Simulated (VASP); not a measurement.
# Au (P6_3/mmc) in VASP: relaxation of cell and atoms with LDA

Aim: the relaxation of cell and atoms of Au with LDA.

Everything below comes from runs of VASP 6.6.1. Logs are shortened: lines on timing, memory, paths and dates and some standing lists are left out, and cuts for length are marked.

## 1. The cell of the first run

It takes space group P6_3/mmc (No. 194, hexagonal). The conventional cell has a = 2.781 Å, b = 2.781 Å, c = 9.038 Å, α = 90.00°, β = 90.00°, γ = 120.00°. Au (site symmetry -3m) has 12 Au at 2.77 to 2.78 Å within 3.7 Å. Within 3.7 Å of Au (site symmetry -6m2) lie 12 Au at 2.77 to 2.78 Å.

This isn't the form of Au at room conditions, which is fcc.

## 2. Relaxation of cell and atoms, LDA, target pressure 23 GPa, at which the enthalpy is minimised

File INCAR:

```
PREC = Accurate
ENCUT = 600
EDIFF = 1E-7
ISMEAR = -1
SIGMA = 0.1
LREAL = False
LASPH = True
NELM = 60
ALGO = Normal
ISIF = 3
LWAVE = False
LCHARG = False
IBRION = 2
NSW = 60
EDIFFG = -0.005
PSTRESS = 230.0
```

File KPOINTS:

```
regular mesh
0
Gamma
  13 13 4
```

File POSCAR:

```
Au
1.0
    2.7807833275      0.0000000000      0.0000000000
   -1.3903916638      2.4082290041      0.0000000000
    0.0000000000      0.0000000000      9.0375458145
Au
4
Direct
    0.0000000000      0.0000000000      0.0000000000
    0.0000000000      0.0000000000      0.5000000000
    0.3333333333      0.6666666667      0.2500000000
    0.6666666667      0.3333333333      0.7500000000
```

Potentials or basis: VASP PAW LDA potentials, release 64 (Au).

On the command line:

```
> cat potpaw_LDA.64/Au/POTCAR > POTCAR
> mpirun -np 1 vasp_std > vasp.out
```

OUTCAR:

```text
PREC = Accurate
   ENCUT = 600
   EDIFF = 1E-7
   ISMEAR = -1
   LREAL = False
   LASPH = True
   NELM = 60
   ISIF = 3
   IBRION = 2
   NSW = 60
   EDIFFG = -0.005
   PSTRESS = 230.0

 ion  position               nearest neighbor table
   1  0.000  0.000  0.000-   3 2.77   4 2.77   4 2.77   3 2.77   4 2.77   3 2.77
   2  0.000  0.000  0.500-   3 2.77   4 2.77   4 2.77   3 2.77   4 2.77   3 2.77
   3  0.333  0.667  0.250-   1 2.77   2 2.77   1 2.77   2 2.77   1 2.77   2 2.77
   4  0.667  0.333  0.750-   1 2.77   2 2.77   1 2.77   2 2.77   1 2.77   2 2.77

  LATTYP: Found a hexagonal cell.
 ALAT       =     2.7807833275
 C/A-ratio  =     3.2500000000

  Lattice vectors:

 A1 = (   2.7807833275,   0.0000000000,   0.0000000000)
 A2 = (  -1.3903916638,   2.4082290041,   0.0000000000)
 A3 = (   0.0000000000,   0.0000000000,   9.0375458145)

Analysis of symmetry for initial positions (statically):
=====================================================================
 Subroutine PRICEL returns:
 Original cell was already a primitive cell.

 Routine SETGRP: Setting up the symmetry group for a
 hexagonal supercell.

 Subroutine GETGRP returns: Found 24 space group operations
 (whereof 12 operations were pure point group operations)
 out of a pool of 24 trial point group operations.

The static configuration has the point symmetry D_3d.
 The point group associated with its full space group is D_6h.

Analysis of symmetry for dynamics (positions and initial velocities):
=====================================================================
 Subroutine PRICEL returns:
 Original cell was already a primitive cell.

 Routine SETGRP: Setting up the symmetry group for a
 hexagonal supercell.

 Subroutine GETGRP returns: Found 24 space group operations
 (whereof 12 operations were pure point group operations)
 out of a pool of 24 trial point group operations.

The dynamic configuration has the point symmetry D_3d.
 The point group associated with its full space group is D_6h.

 Subroutine INISYM returns: Found 24 space group operations
 (whereof 12 operations are pure point group operations),
 and found     1 'primitive' translations

----------------------------------------------------------------------------------------

                                     Primitive cell

[... 97 lines left out ...]
   NSW    =     60    number of steps for IOM
   IBRION =      2    ionic relax: 0-MD 1-quasi-New 2-CG
   NFREE  =      1    steps in history (QN), initial steepest desc. (CG)
   ISIF   =      3    stress and relaxation
   ISYM   =      2    0-nonsym 1-usesym 2-fastsym
   POTIM  = 0.5000    time-step for ionic-motion
   TEBEG  =    0.0;   TEEND  =   0.0 temperature during run
   PSTRESS=  230.0 pullay stress
   NELECT =      44.0000    total number of electrons
   NUPDOWN=      -1.0000    fix difference up-down
   EMIN   =  10.00;   EMAX   =-10.00  energy-range for DOS
   EFERMI =   0.00;   METHOD = LEGACY
   ISMEAR =    -1;   SIGMA  =   0.10  broadening in eV -4-tet -1-fermi 0-gaus
   EFERMI_NEDOS =   21; number of points for ismear=-14 and -15
   IALGO  =     38    algorithm
   IMIX   =      4    mixing-type and parameters
     AMIX     =   0.40;   BMIX     =  1.00
     AMIX_MAG =   1.60;   BMIX_MAG =  1.00
  volume/ion in A,a.u.               =      15.13       102.11
  Fermi-wavevector in a.u.,A,eV,Ry     =   1.472043  2.781758 29.482619  2.166911
  Thomas-Fermi vector in A             =   2.587106
   LORBIT       =      0    0 simple, 1 ext, 2 COOP (PROOUT), +10 PAW based schemes
   GGA     = CA    functional components
   LHFCALC =     F    Hartree Fock is set to
   AEXX    =    0.0000 exact exchange contribution
   IVDW    =     0    specifies the selected vdW correction
   LEPSILON=     F    determine dielectric tensor
   LRPA    =     F    only Hartree local field effects (RPA)
 conjugate gradient relaxation of ions
 non-spin polarized calculation
  energy-cutoff  :      600.00
  volume of cell :       60.52
 maximum number of plane-waves:      2053
 NGX is ok and might be reduce to    24
   NGX = 11   NGY = 11   NGZ = 37

--------------------------------------- Ionic step        1  -------------------------------------------

 number of electron      44.0000006 magnetization

 Free energy of the ion-electron system (eV)
  ---------------------------------------------------
  ext. energy  EPLUGINS =         0.00000000
  ---------------------------------------------------
  free energy    TOTEN  =       -17.38780484 eV

  energy without entropy =      -17.35453636  energy(sigma->0) =      -17.37117060

------------------------ aborting loop because EDIFF is reached ----------------------------------------

  FORCE on cell =-STRESS in cart. coord.  units (eV):
  Direction    XX          YY          ZZ          XY          YZ          ZX
  --------------------------------------------------------------------------------------
  -------------------------------------------------------------------------------------
  Total        8.4949937      8.4949937      9.8489636     -0.0000000      0.0000000      0.0000000
  in kB      224.8838128    224.8838128    260.7267971     -0.0000000      0.0000000      0.0000000
  external PRESSURE =       6.8314742 kB  Pullay stress =     230.0000000 kB
[... 147 lines left out ...]
--------------------------------------- Ionic step        5  -------------------------------------------

 number of electron      44.0000004 magnetization

 Free energy of the ion-electron system (eV)
  ---------------------------------------------------
  ext. energy  EPLUGINS =         0.00000000
  ---------------------------------------------------
  free energy    TOTEN  =       -17.41623287 eV

  energy without entropy =      -17.38351113  energy(sigma->0) =      -17.39987200

 E-fermi :  11.4046     XC(G=0): -13.6676

 val. band max:       11.3988971603   @ k =   0.2308   0.1538   0.2500
 cond. band min:      11.4985711846   @ k =   0.3077   0.1538   0.0000
 fundamental gap:      0.0996740243
 Fermi energy:        11.4046226100

 k-point     1 :       0.0000    0.0000    0.0000
  band No.  band energies     occupation
      1       0.1749      2.00000
      2       2.0912      2.00000
      3       2.1032      2.00000
      4       2.8400      2.00000
      5       5.7549      2.00000
      6       5.7759      2.00000
[... 685 lines left out ...]
     25      16.1818      0.00000
     26      20.9596      0.00000

 [... further k-points ...]

------------------------ aborting loop because EDIFF is reached ----------------------------------------

  FORCE on cell =-STRESS in cart. coord.  units (eV):
  Direction    XX          YY          ZZ          XY          YZ          ZX
  --------------------------------------------------------------------------------------
  -------------------------------------------------------------------------------------
  Total        8.6988339      8.6988339      8.6918073     -0.0000000      0.0000000      0.0000000
  in kB      229.7429234    229.7429234    229.5573471     -0.0000000      0.0000000      0.0000000
  external PRESSURE =      -0.3189354 kB  Pullay stress =     230.0000000 kB
[... 23 lines left out ...]
  energy  without entropy=      -17.3835111318  energy(sigma->0) =      -17.39987200

  enthalpy is  TOTEN    =        -8.7076652240 eV   P V=        8.7085676470

 reached required accuracy - stopping structural energy minimisation
```

OSZICAR:

```text
N       E                     dE             d eps       ncg     rms          rms(c)
DAV:   1     0.327194243349E+03    0.32719E+03   -0.25669E+04  3284   0.187E+03
[... 44 lines left out ...]
DAV:   2    -0.174207800525E+02    0.24741E-01   -0.43288E-02  3356   0.169E+00    0.499E-01
DAV:   3    -0.174167245751E+02    0.40555E-02   -0.71931E-03  3408   0.623E-01    0.276E-01
DAV:   4    -0.174162355643E+02    0.48901E-03   -0.12155E-03  3358   0.242E-01    0.422E-02
DAV:   5    -0.174162333579E+02    0.22063E-05   -0.96646E-05  3466   0.759E-02    0.235E-02
DAV:   6    -0.174162334207E+02   -0.62757E-07   -0.34407E-06  3406   0.168E-02    0.520E-03
DAV:   7    -0.174162329504E+02    0.47024E-06   -0.76329E-07  3366   0.699E-03    0.268E-03
DAV:   8    -0.174162328710E+02    0.79423E-07   -0.24618E-07  1804   0.384E-03
   5 F= -.87076652E+01 E0= -.86913044E+01  d E =-.203207E-02
```

It took 4.8 min on 1 thread of Intel Xeon Platinum 8259CL at 2.50GHz (Skylake/Cascade Lake), shared host; peak memory 0.23 GiB.

What came out:

```
Free energy                                                : -17.4162 eV
Relaxed volume                                             : 15.17 Å³/atom
Relaxed cell                                               : a = 2.767 Å, b = 2.767 Å, c = 9.149 Å, α = 90.00°, β = 90.00°, γ = 120.00°
Space group after relaxing (to 0.1 Å)                      : P6_3/mmc (No. 194)
Energy change on relaxing (the run minimises the enthalpy) : -7.1 meV/atom
Ionic steps                                                : 5
Pressure after relaxing                                    : 23.0 GPa
Band gap on the k mesh                                     : zero (bands 22 and 23 overlap by 5.58 eV)
```

The path:
| step | energy change (eV) | largest force (eV/Å) | pressure (GPa) | volume (Å³) |
| --- | --- | --- | --- | --- |
| 1 | 0.0000 | 0.0000 | 23.68 | 60.52 |
| 2 | -0.0858 | 0.0000 | 20.81 | 61.08 |
| 3 | -0.0639 | 0.0000 | 21.61 | 60.93 |
| 4 | 0.0285 | 0.0000 | 25.00 | 60.30 |
| 5 | -0.0284 | 0.0000 | 22.97 | 60.66 |

Final structure:
```yaml
crystal:
  lattice:
    - [2.76695, 0.00000, 0.00000]
    - [-1.38348, 2.39625, 0.00000]
    - [0.00000, 0.00000, 9.14946]
  atoms:
    - { symbol: Au, position: [0.00000, 0.00000, 0.00000] }
    - { symbol: Au, position: [0.00000, 0.00000, 0.50000] }
    - { symbol: Au, position: [0.33333, 0.66667, 0.25000] }
    - { symbol: Au, position: [0.66667, 0.33333, 0.75000] }
```

Levels at points of the mesh, in eV from the Fermi level:
| k point | band 19 | band 20 | band 21 | band 22 | band 23 | band 24 | band 25 | band 26 |
| --- | --- | --- | --- | --- | --- | --- | --- | --- |
| (0.00, 0.00, 0.00) | -3.31 | -2.90 | -2.90 | -2.18 | -2.18 | -1.68 | 3.52 | 11.53 |
| (0.00, 0.00, 0.50) | -3.61 | -3.61 | -2.49 | -2.49 | -2.49 | -2.49 | 6.72 | 6.72 |

Caveat: the cell is relaxed towards a set pressure, so the run minimises the enthalpy, not the energy; spin-orbit coupling is left out, which moves the levels of the heavy elements.
